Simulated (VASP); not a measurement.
**CuO: single point with LDA**

Crystal: CuO.

```xyz
4
Lattice="2.3906 -1.7470 0.0000 2.3906 1.7470 0.0000 -0.8774 0.0000 5.1587" Properties=species:S:1:pos:R:3 pbc="T T T"
Cu    1.1953    0.8623    0.0000
Cu    0.7566   -0.8623    2.5793
O     2.1130   -0.2897    1.3088
O     1.6743    0.2897    3.8881
```

| Property | Result |
| --- | --- |
| Program | VASP 6.6.1 |
| Task | single point |
| Functional | LDA |
| Potentials or basis | VASP PAW LDA potentials, release 64 (Cu, O) |
| Cutoff | 520 eV |
| k mesh | 10 × 10 × 5 |
| Occupations | fermi-dirac, width 0.05 eV |
| Spin | no spin polarisation |

```
Pressure               : -17.0 GPa
Largest force          : 0.791 eV/Å
Band gap on the k mesh : zero (bands 17 and 18 overlap by 0.60 eV)
```

Forces in eV/Å, atoms in the order of the input:
```
Cu  -0.461  0.213  0.164
Cu  -0.461 -0.213  0.164
O    0.461  0.622 -0.164
O    0.461 -0.622 -0.164
```

Stress tensor (GPa, compression positive):
```
-18.21   0.00   0.95
  0.00 -11.87   0.00
  0.95   0.00 -21.04
```

Levels at points of the mesh, in eV from the Fermi level:
| k point | band 14 | band 15 | band 16 | band 17 | band 18 | band 19 | band 20 | band 21 |
| --- | --- | --- | --- | --- | --- | --- | --- | --- |
| (0.00, 0.00, 0.00) | -2.03 | -1.96 | -1.50 | 0.23 | 0.87 | 1.54 | 5.93 | 7.74 |
| (0.50, 0.00, 0.00) | -1.45 | -1.34 | -1.27 | -0.03 | 0.29 | 4.82 | 6.01 | 6.64 |
| (0.50, 0.50, 0.00) | -1.95 | -1.64 | -1.11 | -0.58 | 1.01 | 3.46 | 6.71 | 8.37 |

It took 120 s on 1 thread of Intel(R) Xeon(R) Platinum 8259CL CPU @ 2.50GHz (Skylake/Cascade Lake), with other jobs on the host, peak memory 0.23 GiB.

Caveat: the cell stands under tension; semilocal functionals often make such compounds metallic where correlation or magnetic order opens a gap, which also shifts bond lengths. With open d or f shells a metallic result of LDA can be an artefact of self-interaction; +U or a hybrid may open a gap.
